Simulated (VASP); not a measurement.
# CdS (P6_3mc) in VASP: further runs, part 2 of 2

VASP 6.6.1.

## Step 3: Electric field gradients, PBE (zz strain of +2 %)

Contents of INCAR:

```
PREC = Accurate
ENCUT = 520
EDIFF = 1E-8
ISMEAR = -1
SIGMA = 0.01
LREAL = False
LASPH = True
NELM = 60
ALGO = Normal
ISIF = 2
LWAVE = False
LCHARG = False
GGA = PE
LEFG = True
NBANDS = 26
```

Contents of KPOINTS:

```
Automatic mesh
0
Gamma
  7 7 4
```

Contents of POSCAR:

```
CdS
1.0
    4.1347992034      0.0000000000      0.0000000000
   -2.0673996017      3.5808411497      0.0000000000
    0.0000000000      0.0000000000      6.8839800000
Cd S
2 2
Direct
    0.3333333333      0.6666666667      0.0000000000
    0.6666666667      0.3333333333      0.5000000000
    0.3333333333      0.6666666667      0.3850000000
    0.6666666667      0.3333333333      0.8850000000
```

Potentials or basis: VASP PAW PBE potentials, release 64 (Cd, S).

Started as:

```
$ cat potpaw_PBE.64/Cd/POTCAR potpaw_PBE.64/S/POTCAR > POTCAR
$ mpirun -np 1 vasp_std > vasp.out
```

OUTCAR:

```text
PREC = Accurate
   ENCUT = 520
   EDIFF = 1E-8
   ISMEAR = -1
   LREAL = False
   LASPH = True
   NELM = 60
   ISIF = 2
   GGA = PE

 ion  position               nearest neighbor table
   1  0.333  0.667  0.000-   4 2.52   4 2.52   4 2.52   3 2.65
   2  0.667  0.333  0.500-   3 2.52   3 2.52   3 2.52   4 2.65
   3  0.333  0.667  0.385-   2 2.52   2 2.52   2 2.52   1 2.65
   4  0.667  0.333  0.885-   1 2.52   1 2.52   1 2.52   2 2.65

  LATTYP: Found a hexagonal cell.
 ALAT       =     4.1347992034
 C/A-ratio  =     1.6648885862

  Lattice vectors:

 A1 = (   4.1347992034,   0.0000000000,   0.0000000000)
 A2 = (  -2.0673996017,   3.5808411497,   0.0000000000)
 A3 = (   0.0000000000,   0.0000000000,   6.8839800000)

Analysis of symmetry for initial positions (statically):
=====================================================================
 Subroutine PRICEL returns:
 Original cell was already a primitive cell.

 Routine SETGRP: Setting up the symmetry group for a
 hexagonal supercell.

 Subroutine GETGRP returns: Found 12 space group operations
 (whereof  6 operations were pure point group operations)
 out of a pool of 24 trial point group operations.

The static configuration has the point symmetry C_3v.
 The point group associated with its full space group is C_6v.

Analysis of symmetry for dynamics (positions and initial velocities):
=====================================================================
 Subroutine PRICEL returns:
 Original cell was already a primitive cell.

 Routine SETGRP: Setting up the symmetry group for a
 hexagonal supercell.

 Subroutine GETGRP returns: Found 12 space group operations
 (whereof  6 operations were pure point group operations)
[... 858 lines left out ...]

  FORCE on cell =-STRESS in cart. coord.  units (eV):
  Direction    XX          YY          ZZ          XY          YZ          ZX
  --------------------------------------------------------------------------------------
  -------------------------------------------------------------------------------------
  Total        1.9566883      1.9566883     -0.4431560      0.0000000      0.0000000      0.0000000
  in kB       30.7576495     30.7576495     -6.9660743      0.0000000      0.0000000      0.0000000
  external PRESSURE =      18.1830749 kB  Pullay stress =       0.0000000 kB

 VOLUME and BASIS-vectors are now :
 -----------------------------------------------------------------------------
  energy-cutoff  :      520.00
  volume of cell :      101.92
      direct lattice vectors                 reciprocal lattice vectors
     4.134799203  0.000000000  0.000000000     0.241849713  0.139631997  0.000000000
    -2.067399602  3.580841150  0.000000000     0.000000000  0.279263994  0.000000000
     0.000000000  0.000000000  6.883980000     0.000000000  0.000000000  0.145264803

 POSITION                                       TOTAL-FORCE (eV/Angst)
 -----------------------------------------------------------------------------------
     -0.00000      2.38723      0.00000        -0.000000     -0.000000      0.353664
      2.06740      1.19361      3.44199         0.000000      0.000000      0.353664
     -0.00000      2.38723      2.65033        -0.000000      0.000000     -0.353664
      2.06740      1.19361      6.09232         0.000000     -0.000000     -0.353664
 -----------------------------------------------------------------------------------
    total drift:                               -0.000000     -0.000000     -0.000046

  FREE ENERGIE OF THE ION-ELECTRON SYSTEM (eV)
  ---------------------------------------------------
  free  energy   TOTEN  =       -12.2452657308 eV

  energy  without entropy=      -12.2452657308  energy(sigma->0) =      -12.24526573

 Electric field gradients (V/A^2)
---------------------------------------------------------------------
 ion       V_xx      V_yy      V_zz      V_xy      V_xz      V_yz
---------------------------------------------------------------------
   1     -24.497   -24.497    48.995    -0.000     0.000    -0.000
   2     -24.497   -24.497    48.995    -0.000    -0.000     0.000
   3       2.458     2.458    -4.916     0.000    -0.000     0.000
   4       2.458     2.458    -4.916     0.000     0.000    -0.000
---------------------------------------------------------------------

 Electric field gradients after diagonalization (V/A^2)
 (convention: |V_zz| > |V_xx| > |V_yy|)
----------------------------------------------------------------------
 ion       V_xx      V_yy      V_zz     asymmetry (V_yy - V_xx)/ V_zz
----------------------------------------------------------------------
   1     -24.497   -24.497    48.995       0.000
   2     -24.497   -24.497    48.995       0.000
   3       2.459     2.458    -4.916       0.000
   4       2.459     2.458    -4.916       0.000
----------------------------------------------------------------------

           NMR quadrupolar parameters

 Cq : quadrupolar parameter    Cq=e*Q*V_zz/h
 eta: asymmetry parameters     (V_yy - V_xx)/ V_zz
 Q  : nuclear electric quadrupole moment in mb (millibarn)
----------------------------------------------------------------------
 ion       Cq(MHz)       eta       Q (mb)
----------------------------------------------------------------------
   1       0.118       0.000       1.000
   2       0.118       0.000       1.000
   3      -0.012       0.000       1.000
   4      -0.012       0.000       1.000
----------------------------------------------------------------------
```

Wall time 98 s (1 thread of Intel Xeon 8259CL, shared host); peak memory 0.25 GiB.

Results:

```yaml
Free_energy: -12.2453 eV
Pressure: 1.8 GPa
Largest_force: 0.354 eV/Å
Band_gap_on_the_k_mesh: 1.17 eV
Largest_electric_field_gradient_by_atom: Cd +49.0; S -4.9 V/Å²
```

Forces on the atoms (eV/Å):
```
Cd   0.000  0.000  0.354
Cd   0.000  0.000  0.354
S    0.000  0.000 -0.354
S    0.000  0.000 -0.354
```

Stress tensor (GPa, compression positive):
```
 3.08  0.00  0.00
 0.00  3.08  0.00
 0.00  0.00 -0.70
```

Levels at points of the mesh, in eV from the valence-band top:
| k point | band 15 | band 16 | band 17 | band 18 | band 19 | band 20 | band 21 | band 22 |
| --- | --- | --- | --- | --- | --- | --- | --- | --- |
| (0.00, 0.00, 0.00) | -0.63 | -0.09 | 0.00 | 0.00 | 1.17 | 2.77 | 6.55 | 6.55 |
| (0.00, 0.00, 0.50) | -0.32 | -0.32 | -0.32 | -0.32 | 2.78 | 2.78 | 6.03 | 6.03 |

Electric field gradients, principal values (V/Å²):
| atom | least | middle | greatest (by size) |
| --- | --- | --- | --- |
| 1 Cd | -24.497 | -24.497 | 48.995 |
| 2 Cd | -24.497 | -24.497 | 48.995 |
| 3 S | 2.458 | 2.459 | -4.916 |
| 4 S | 2.458 | 2.459 | -4.916 |

Caveat: the cell differs from its parent crystal (zz strain of +2 %); without QUAD_EFG the Cq values of the log hold for a quadrupole moment of 1 mb, not for the nuclei.
